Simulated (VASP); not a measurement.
A run of VASP 6.6.1:

File INCAR:

```
SYSTEM = Tc
ALGO     = Normal         ! electronic algorithm
EDIFF    = 1E-6           ! SCF threshold, eV
ENCUT    = 520            ! plane-wave cutoff, eV
GGA      = PS             ! functional
ISIF     = 2              ! what is computed and relaxed
ISMEAR   = -1             ! smearing method
LASPH    = .TRUE.         ! aspherical terms in the spheres
LCHARG   = .FALSE.        ! write CHGCAR
LREAL    = .FALSE.        ! projectors in reciprocal space
LWAVE    = .FALSE.        ! write WAVECAR
NBANDS   = 12             ! bands
NELM     = 100            ! most SCF steps
PREC     = Accurate       ! precision mode
SIGMA    = 0.03           ! smearing width, eV
```

Contents of KPOINTS:

```
k-points
0
G
  18 18 18
  0 0 0
```

POSCAR

```
Tc
1.0
    0.0000000000      1.9236454180      1.9236454180
    1.9236454180      0.0000000000      1.9236454180
    1.9236454180      1.9236454180      0.0000000000
Tc
1
Direct
    0.0000000000      0.0000000000      0.0000000000
```

Potentials or basis: VASP PAW PBE potentials, release 64 (Tc_pv).

Run with:

```console
$ cat potpaw_PBE.64/Tc_pv/POTCAR > POTCAR
$ mpirun -np 1 vasp_std > vasp.out
```

Hardware: 1 thread of AMD EPYC 9R45 96-Core Processor (Zen 5) (shared host).

How long does it take, and how much memory?

It took 13 s on 1 thread of AMD EPYC 9R45 96-Core Processor (Zen 5), with other jobs on the host, peak memory 0.12 GiB. Counts: scf iterations 11, k points 195.
